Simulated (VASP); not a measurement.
A run of VASP 6.6.1:

The input INCAR:

```
PREC = Accurate ; ENCUT = 520
EDIFF = 1E-7 ; ISMEAR = 0
SIGMA = 0.01 ; LREAL = False
LASPH = True ; NELM = 100
ALGO = Normal ; ISIF = 2
LWAVE = False ; LCHARG = True
GGA = PS ; LELF = True
LVHAR = True ; NBANDS = 11
```

File KPOINTS:

```
Automatic mesh
0
Gamma
  8 8 8
```

The input POSCAR:

```
BN
1.0
    1.2511200000      0.7223400000      3.3729300000
   -1.2511200000      0.7223400000      3.3729300000
    0.0000000000     -1.4446700000      3.3729300000
B N
1 1
Direct
    0.9996700000      0.9996700000      0.9996700000
    0.3327600000      0.3327600000      0.3327600000
```

Potentials or basis: VASP PAW PBE potentials, release 64 (B, N).

Launch:

```sh
$ cat potpaw_PBE.64/B/POTCAR potpaw_PBE.64/N/POTCAR > POTCAR
$ mpirun -np 1 vasp_std > vasp.out
```

Hardware: 1 thread of Intel(R) Xeon(R) Platinum 8488C (Sapphire Rapids) (shared host).

Problem. Estimate the wall time of this run.

Solution. Run time: 12 s on 1 thread of Intel(R) Xeon(R) Platinum 8488C (Sapphire Rapids) (shared host), peak memory 0.15 GiB. Counts: scf iterations 13, k points 65.
